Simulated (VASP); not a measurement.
Write the native input for VASP 6.6.1 that does the following.

| Quantity | Value |
| --- | --- |
| Task | single point |
| Functional | PBEsol |
| Potentials or basis | VASP PAW PBE potentials, release 64 (Ta_pv) |
| Cutoff | 520 eV |
| k mesh | 12 × 12 × 4 |
| Occupations | fermi-dirac, width 0.1 eV |
| Spin | no spin polarisation |
| Dipole correction | no |
| Further INCAR settings | ALGO = Normal; EDIFF = 1e-06; NBANDS = 30 |

The structure of Ta lies in POSCAR:

```
Ta
1.0
    2.8976334692      0.0000000000      0.0000000000
   -1.4488167346      2.5094241952      0.0000000000
    0.0000000000      0.0000000000      9.9975057034
Ta
4
Direct
    0.0000000000      1.0000000000      1.0000000000
    1.0000000000      1.0000000000      0.5000000000
    0.3333333333      0.6666666667      0.2500000000
    0.6666666667      0.3333333333      0.7500000000
```

These files were run (other wordings do the same):

INCAR

```
ALGO = Normal
EDIFF = 1E-6
ENCUT = 520
GGA = PS
ISIF = 2
ISMEAR = -1
LASPH = True
LCHARG = False
LREAL = False
LWAVE = False
NBANDS = 30
NELM = 80
PREC = Accurate
SIGMA = 0.1
```

KPOINTS

```
k-points
0
Gamma
  12 12 4
```

Potentials or basis: VASP PAW PBE potentials, release 64 (Ta_pv).

The run is started by

```bash
$ cat potpaw_PBE.64/Ta_pv/POTCAR > POTCAR
$ mpirun -np 1 vasp_std > vasp.out
```

It gave:

```yaml
Pressure: 0.1 GPa
Band_gap_on_the_k_mesh: zero (band 22 reaches 6.18 eV, above the bottom of band 23 at 5.11 eV)
```

Caveat: the PAW data sets were made with another functional, which shifts forces and pressure a little; spin-orbit coupling is left out, which moves the levels of the heavy elements.

Run time: 71 s on 1 thread of Intel(R) Xeon(R) Platinum 8375C CPU @ 2.90GHz (Ice Lake), on a shared host, peak memory 0.25 GiB.
